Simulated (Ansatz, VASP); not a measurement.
# MnO: VASP beside Ansatz

```
CELL_PARAMETERS angstrom
0.00000 2.19197 2.19197
2.19197 0.00000 2.19197
2.19197 2.19197 0.00000
ATOMIC_POSITIONS crystal
Mn 0.00000 0.00000 0.00000
O 0.50000 0.50000 0.50000
```

Change from the starting cell: volume scaled by 0.96.

Alike in both runs: task single point; functional PBE; k mesh 16 × 16 × 16; occupations fermi-dirac, width 0.05 eV; collinear spin.

|  | VASP | Ansatz |
| --- | --- | --- |
| version | VASP 6.6.1 | Ansatz 0.2.0 |
| potentials or method | VASP PAW PBE potentials, release 64 (Mn_pv, O), cutoff 520 eV | all-electron LAPW, scalar-relativistic |

|  | VASP | Ansatz | Ansatz less VASP |
| --- | --- | --- | --- |
| pressure (GPa) | 4.6 | 4.4 | -0.25 |
| net moment per atom (μB) | 2.32 | 2.32 | 0.000 |
| size of the moment on the site where the two differ most (μB) | 0.19 | 0.22 | +0.030 |

Site moments also hang on the region over which each program counts them. Ansatz ran all-electron here, and VASP with PAW potentials.
